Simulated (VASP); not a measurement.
Pd:

```xyz
1
Lattice="0.0000 1.9737 1.9737 1.9737 0.0000 1.9737 1.9737 1.9737 0.0000" Properties=species:S:1:pos:R:3 pbc="T T T"
Pd    0.0000    0.0000    0.0000
```

Base run:

| Quantity | Value |
| --- | --- |
| Program | VASP 6.6.1 |
| Functional | PBE |
| Potentials or basis | VASP PAW PBE potentials, release 64 (Pd) |
| Cutoff | 520 eV |
| k mesh | 14 × 14 × 14 |
| Occupations | methfessel-paxton, width 1 eV |
| Spin | collinear spin, ferromagnetic start |
| Starting moments | [0.288] μB |

Its results: band gap on the k mesh zero (filled and empty bands overlap); pressure -1.1 GPa; net moment 0.00 μB per cell.

After a change of settings the same cell gave: band gap on the k mesh zero (filled and empty bands overlap); pressure 0.2 GPa; net moment 0.00 μB per cell. Which change was it?
A. occupations from methfessel-paxton, width 1 eV to fermi-dirac, width 1 eV
B. occupations from methfessel-paxton, width 1 eV to fermi-dirac, width 0.2 eV
C. occupations from methfessel-paxton, width 1 eV to methfessel-paxton, width 0.6 eV; further incar settings from ALGO = Normal; EDIFF = 1e-06; NBANDS = 15 to ALGO = Normal; EDIFF = 1e-07; NBANDS = 15

B.
